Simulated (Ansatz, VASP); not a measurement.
Sb in VASP and in Ansatz

```
CELL_PARAMETERS angstrom
3.09196 0.00000 0.01391
0.00000 4.40304 0.00000
-0.01890 0.00000 4.40811
ATOMIC_POSITIONS crystal
Sb 0.99997 0.75000 0.75020
Sb 0.00003 0.25000 0.24980
```

Alike in both runs: functional PBE; k mesh 12 × 8 × 8; occupations gaussian, width 0.1 eV; no spin polarisation.

Ansatz relaxed the structure, and its values are those at the end. VASP's run is a single point on that final structure, the one shown.

```csv
,VASP,Ansatz
version,VASP 6.6.1,Ansatz 0.2.0
potentials or method,"VASP PAW PBE potentials, release 64 (Sb), cutoff 520 eV","scalar-relativistic, plane waves, PAW"
valence electrons in the cell,10,30
```

|  | VASP | Ansatz | Ansatz less VASP |
| --- | --- | --- | --- |
| gap on the k mesh at the Fermi level (eV) | none | none | - |
| pressure (GPa) | 0.0 | 0.0 | +0.02 |

A gap of «none» marks a metal or a gap that the smearing closes. With one functional, cell and mesh, what is left measures potentials, basis and numerics. VASP's potentials hold 10 valence electrons a cell and Ansatz's 30, so a difference there can come from the potentials and not from the codes.

Spin-orbit coupling is off throughout.
